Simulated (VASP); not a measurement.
# Zr2O (P4_2/nnm) in VASP: further runs

Zr2O is run at these levels: PBEsol; tasks: single point.

All numbers are computed with VASP 6.6.1; they aren't measurements. Logs are shortened: lines on timing, memory, paths and dates and some standing lists are left out, and cuts for length are marked.

**1. The cell of the first run**

Symmetry: P4_2/nnm, No. 134, tetragonal system. The conventional cell has a = 5.542 Å, b = 5.542 Å, c = 3.602 Å, α = 90.00°, β = 90.00°, γ = 90.00°. Zr (site symmetry 2/m) has 2 O at 2.16 Å within 2.9 Å. O (site symmetry -42m) has 4 Zr at 2.16 Å within 2.9 Å.

**2. Single point, PBEsol**

Input file INCAR:

```
  ALGO = Normal
  EDIFF = 1E-6
  ENCUT = 520
  GGA = PS
  ISIF = 2
  ISMEAR = 0
  LASPH = True
  LCHARG = True
  LELF = True
  LREAL = False
  LVHAR = True
  LWAVE = False
  NBANDS = 39
  NELM = 100
  PREC = Accurate
  SIGMA = 0.15
```

Input file KPOINTS:

```
k-points
0
Gamma
  12 12 12
```

Input file POSCAR:

```
Zr2O
1.0
    5.5415279124      0.0000000000      0.0000000000
    0.0000000000      5.5415279124      0.0000000000
    0.0000000000      0.0000000000      3.6019931431
Zr O
4 2
Direct
    0.2500000000      0.2500000000      0.7500000000
    0.7500000000      0.2500000000      0.2500000000
    0.2500000000      0.7500000000      0.2500000000
    0.7500000000      0.7500000000      0.7500000000
    0.0000000000      0.0000000000      0.0000000000
    0.5000000000      0.5000000000      0.5000000000
```

Potentials or basis: VASP PAW PBE potentials, release 64 (Zr_sv, O).

The run is started by

```console
$ cat potpaw_PBE.64/Zr_sv/POTCAR potpaw_PBE.64/O/POTCAR > POTCAR
$ mpirun -np 1 vasp_std > vasp.out
```

OUTCAR:

```text
EDIFF = 1E-6
   ENCUT = 520
   GGA = PS
   ISIF = 2
   ISMEAR = 0
   LASPH = True
   LREAL = False
   NELM = 100
   PREC = Accurate

 ion  position               nearest neighbor table
   1  0.250  0.250  0.750-   5 2.16   6 2.16   2 3.30   3 3.30   2 3.30   3 3.30   3 3.30   3 3.30
                             2 3.30   2 3.30
   2  0.750  0.250  0.250-   5 2.16   6 2.16   1 3.30   4 3.30   1 3.30   4 3.30   4 3.30   4 3.30
                             1 3.30   1 3.30
   3  0.250  0.750  0.250-   5 2.16   6 2.16   1 3.30   4 3.30   1 3.30   4 3.30   1 3.30   1 3.30
                             4 3.30   4 3.30
   4  0.750  0.750  0.750-   5 2.16   6 2.16   2 3.30   3 3.30   2 3.30   3 3.30   2 3.30   2 3.30
                             3 3.30   3 3.30
   5  0.000  0.000  0.000-   1 2.16   2 2.16   3 2.16   4 2.16
   6  0.500  0.500  0.500-   1 2.16   2 2.16   3 2.16   4 2.16

  LATTYP: Found a simple tetragonal cell.
 ALAT       =     5.5415279124
 C/A-ratio  =     0.6500000000

  Lattice vectors:

 A1 = (   5.5415279124,   0.0000000000,   0.0000000000)
 A2 = (   0.0000000000,   5.5415279124,   0.0000000000)
 A3 = (   0.0000000000,   0.0000000000,   3.6019931431)

Analysis of symmetry for initial positions (statically):
=====================================================================
 Subroutine PRICEL returns:
 Original cell was already a primitive cell.

 Routine SETGRP: Setting up the symmetry group for a
 simple tetragonal supercell.

 Subroutine GETGRP returns: Found 16 space group operations
 (whereof  8 operations were pure point group operations)
 out of a pool of 16 trial point group operations.

The static configuration has the point symmetry D_2d.
 The point group associated with its full space group is D_4h.

Analysis of symmetry for dynamics (positions and initial velocities):
=====================================================================
 Subroutine PRICEL returns:
 Original cell was already a primitive cell.

 Routine SETGRP: Setting up the symmetry group for a
 simple tetragonal supercell.

 Subroutine GETGRP returns: Found 16 space group operations
 (whereof  8 operations were pure point group operations)
 out of a pool of 16 trial point group operations.

The dynamic configuration has the point symmetry D_2d.
 The point group associated with its full space group is D_4h.

 Subroutine INISYM returns: Found 16 space group operations
 (whereof  8 operations are pure point group operations),
 and found     1 'primitive' translations

----------------------------------------------------------------------------------------

                                     Primitive cell

  volume of cell :     110.6119

  direct lattice vectors                    reciprocal lattice vectors
     5.541527912  0.000000000  0.000000000     0.180455646  0.000000000  0.000000000
     0.000000000  5.541527912  0.000000000     0.000000000  0.180455646  0.000000000
     0.000000000  0.000000000  3.601993143     0.000000000  0.000000000  0.277624071

  length of vectors
     5.541527912  5.541527912  3.601993143     0.180455646  0.180455646  0.277624071

  position of ions in fractional coordinates (direct lattice)
     0.250000000  0.250000000  0.750000000
     0.750000000  0.250000000  0.250000000
     0.250000000  0.750000000  0.250000000
     0.750000000  0.750000000  0.750000000
     0.000000000  0.000000000  0.000000000
     0.500000000  0.500000000  0.500000000

  ion indices of the primitive-cell ions
   primitive index   ion index
                 1           1
                 2           2
                 3           3
                 4           4
                 5           5
                 6           6

----------------------------------------------------------------------------------------

 KPOINTS: k-points

Automatic generation of k-mesh.
 Grid dimensions read from file:
 generate k-points for:   12   12   12

 Generating k-lattice:

  Cartesian coordinates                     Fractional coordinates (reciprocal lattice)
     0.015037971  0.000000000  0.000000000     0.083333333  0.000000000  0.000000000
     0.000000000  0.015037971  0.000000000     0.000000000  0.083333333  0.000000000
     0.000000000  0.000000000  0.023135339     0.000000000  0.000000000  0.083333333

  Length of vectors
     0.015037971  0.015037971  0.023135339

  Shift w.r.t. Gamma in fractional coordinates (k-lattice)
     0.000000000  0.000000000  0.000000000

 Subroutine IBZKPT returns following result:
 ===========================================

 Found    196 irreducible k-points:

 Following reciprocal coordinates:
            Coordinates               Weight
  0.000000  0.000000  0.000000      1.000000
  0.083333  0.000000  0.000000      4.000000
  0.166667  0.000000  0.000000      4.000000
  0.250000  0.000000  0.000000      4.000000
  0.333333  0.000000  0.000000      4.000000
  0.416667  0.000000  0.000000      4.000000
[... 16 lines left out ...]
  0.333333  0.333333  0.000000      4.000000
  0.416667  0.333333  0.000000      8.000000
 [... further k-points ...]
   k-points           NKPTS =    196   k-points in BZ     NKDIM =    196   number of bands    NBANDS=     39
   number of dos      NEDOS =    301   number of ions     NIONS =      6
   total plane-waves  NPLWV =  49392
   dimension x,y,z NGX =    42 NGY =   42 NGZ =   28
   dimension x,y,z NGXF=    84 NGYF=   84 NGZF=   56
   ions per type =               4   2
   NGX,Y,Z   is equivalent  to a cutoff of  12.60, 12.60, 12.92 a.u.
   NGXF,Y,Z  is equivalent  to a cutoff of  25.20, 25.20, 25.85 a.u.
 SYSTEM =  unknown system
   PREC   = accura    normal or accurate (medium, high low for compatibility)
   ISTART =      0    job   : 0-new  1-cont  2-samecut
   ICHARG =      2    charge: 1-file 2-atom 10-const
   ISPIN  =      1    spin polarized calculation?
   LNONCOLLINEAR =      F non collinear calculations
   LSORBIT =      F    spin-orbit coupling
   LASPH  =      T    aspherical Exc in radial PAW
   ENCUT  =  520.0 eV  38.22 Ry    6.18 a.u.  10.30 10.30  6.70*2*pi/ulx,y,z
   NELM   =    100;   NELMIN=  2; NELMDL= -5     # of ELM steps
   EDIFF  = 0.1E-05   stopping-criterion for ELM
   LREAL  =      F    real-space projection
[... 7 lines left out ...]
   TEBEG  =    0.0;   TEEND  =   0.0 temperature during run
   PSTRESS=    0.0 pullay stress
   NELECT =      60.0000    total number of electrons
   NUPDOWN=      -1.0000    fix difference up-down
   EMIN   =  10.00;   EMAX   =-10.00  energy-range for DOS
   EFERMI =   0.00;   METHOD = LEGACY
   ISMEAR =     0;   SIGMA  =   0.15  broadening in eV -4-tet -1-fermi 0-gaus
   EFERMI_NEDOS =   21; number of points for ismear=-14 and -15
   IALGO  =     38    algorithm
   IMIX   =      4    mixing-type and parameters
     AMIX     =   0.40;   BMIX     =  1.00
     AMIX_MAG =   1.60;   BMIX_MAG =  1.00
  volume/ion in A,a.u.               =      18.44       124.41
  Fermi-wavevector in a.u.,A,eV,Ry     =   1.335133  2.523036 24.253483  1.782581
  Thomas-Fermi vector in A             =   2.463861
   LORBIT       =      0    0 simple, 1 ext, 2 COOP (PROOUT), +10 PAW based schemes
   GGA     = PS    functional components
   LHFCALC =     F    Hartree Fock is set to
   AEXX    =    0.0000 exact exchange contribution
   IVDW    =     0    specifies the selected vdW correction
   LEPSILON=     F    determine dielectric tensor
   LRPA    =     F    only Hartree local field effects (RPA)
 non-spin polarized calculation
 Gauss-broadening in eV      SIGMA  =   0.15
  energy-cutoff  :      520.00
  volume of cell :      110.61
 maximum number of plane-waves:      3000
 NGX is ok and might be reduce to    42
   NGX = 21   NGY = 21   NGZ = 13

 number of electron      59.9999999 magnetization

 Free energy of the ion-electron system (eV)
  ---------------------------------------------------
  ext. energy  EPLUGINS =         0.00000000
  ---------------------------------------------------
  free energy    TOTEN  =       -55.22369197 eV

  energy without entropy =      -55.15579406  energy(sigma->0) =      -55.18974301

 E-fermi :   8.3176     XC(G=0): -11.1340

 val. band max:        8.3161595263   @ k =   0.2500   0.0833   0.0833
 cond. band min:       8.3202357434   @ k =   0.0833   0.0000   0.0000
 fundamental gap:      0.0040762171
 Fermi energy:         8.3176455839

 k-point     1 :       0.0000    0.0000    0.0000
  band No.  band energies     occupation
      1     -40.7732      2.00000
      2     -40.6931      2.00000
      3     -40.6931      2.00000
      4     -40.6329      2.00000
      5     -19.8745      2.00000
      6     -19.0982      2.00000
[... 31 lines left out ...]
     38      11.6491      0.00000
     39      12.1406      0.00000

 k-point     2 :       0.0833    0.0000    0.0000
  band No.  band energies     occupation
      1     -40.7718      2.00000
      2     -40.6945      2.00000
      3     -40.6921      2.00000
      4     -40.6339      2.00000
      5     -19.8616      2.00000
      6     -19.1104      2.00000
[... 31 lines left out ...]
     38      11.3899      0.00000
     39      12.1538      0.00000

 k-point     3 :       0.1667    0.0000    0.0000
  band No.  band energies     occupation
      1     -40.7678      2.00000
      2     -40.6986      2.00000
      3     -40.6891      2.00000
      4     -40.6370      2.00000
      5     -19.8234      2.00000
      6     -19.1468      2.00000
[... 31 lines left out ...]
     38      10.9616      0.00000
     39      11.9238      0.00000

 k-point     4 :       0.2500    0.0000    0.0000
  band No.  band energies     occupation
      1     -40.7615      2.00000
      2     -40.7050      2.00000
      3     -40.6844      2.00000
      4     -40.6418      2.00000
      5     -19.7621      2.00000
      6     -19.2064      2.00000
[... 31 lines left out ...]
     38      10.5772      0.00000
     39      11.2941      0.00000
[... 754 lines left out ...]
     38      10.2488      0.00000
     39      11.0277      0.00000

 k-point    23 :       0.3333    0.3333    0.0000
  band No.  band energies     occupation
      1     -40.7347      2.00000
      2     -40.6985      2.00000
      3     -40.6957      2.00000
      4     -40.6644      2.00000
      5     -19.5309      2.00000
      6     -19.2825      2.00000
[... 31 lines left out ...]
     38      10.6706      0.00000
     39      10.8609      0.00000

 k-point    24 :       0.4167    0.3333    0.0000
  band No.  band energies     occupation
      1     -40.7257      2.00000
      2     -40.7063      2.00000
      3     -40.6891      2.00000
      4     -40.6723      2.00000
      5     -19.4605      2.00000
      6     -19.3255      2.00000
[... 31 lines left out ...]
     38      10.5861      0.00000
     39      10.7376      0.00000

 [... further k-points ...]

------------------------ aborting loop because EDIFF is reached ----------------------------------------

  FORCE on cell =-STRESS in cart. coord.  units (eV):
  Direction    XX          YY          ZZ          XY          YZ          ZX
  --------------------------------------------------------------------------------------
  -------------------------------------------------------------------------------------
  Total       -6.7165747     -6.7165747     -0.2900786      0.0000000      0.0000000      0.0000000
  in kB      -97.2873783    -97.2873783     -4.2016935      0.0000000      0.0000000      0.0000000
  external PRESSURE =     -66.2588167 kB  Pullay stress =       0.0000000 kB

 VOLUME and BASIS-vectors are now :
 -----------------------------------------------------------------------------
  energy-cutoff  :      520.00
  volume of cell :      110.61
      direct lattice vectors                 reciprocal lattice vectors
     5.541527912  0.000000000  0.000000000     0.180455646  0.000000000  0.000000000
     0.000000000  5.541527912  0.000000000     0.000000000  0.180455646  0.000000000
     0.000000000  0.000000000  3.601993143     0.000000000  0.000000000  0.277624071

 POSITION                                       TOTAL-FORCE (eV/Angst)
 -----------------------------------------------------------------------------------
      1.38538      1.38538      2.70149        -0.000000     -0.000000      0.000000
      4.15615      1.38538      0.90050         0.000000      0.000000     -0.000000
      1.38538      4.15615      0.90050         0.000000     -0.000000     -0.000000
      4.15615      4.15615      2.70149        -0.000000      0.000000      0.000000
      0.00000      0.00000      0.00000        -0.000000      0.000000     -0.000000
      2.77076      2.77076      1.80100        -0.000000      0.000000     -0.000000
 -----------------------------------------------------------------------------------
    total drift:                                0.000000      0.000000      0.000000

  FREE ENERGIE OF THE ION-ELECTRON SYSTEM (eV)
  ---------------------------------------------------
  free  energy   TOTEN  =       -55.2236919652 eV

  energy  without entropy=      -55.1557940569  energy(sigma->0) =      -55.18974301
```

It took 21 min on 1 thread of Intel Xeon 8259CL, shared host; peak memory 0.67 GiB.

What came out:

```
Free energy            : -55.2237 eV
Pressure               : -6.6 GPa
Band gap on the k mesh : zero (bands 30 and 31 overlap by 0.72 eV)
```

Stress tensor (GPa, compression positive):
```
-9.73  0.00  0.00
 0.00 -9.73  0.00
 0.00  0.00 -0.42
```

Caveat: the stress differs along the axes, from -10 to -0 GPa; the PAW data sets were made with another functional, which shifts forces and pressure a little.

(Continued in part 2 of 2.)
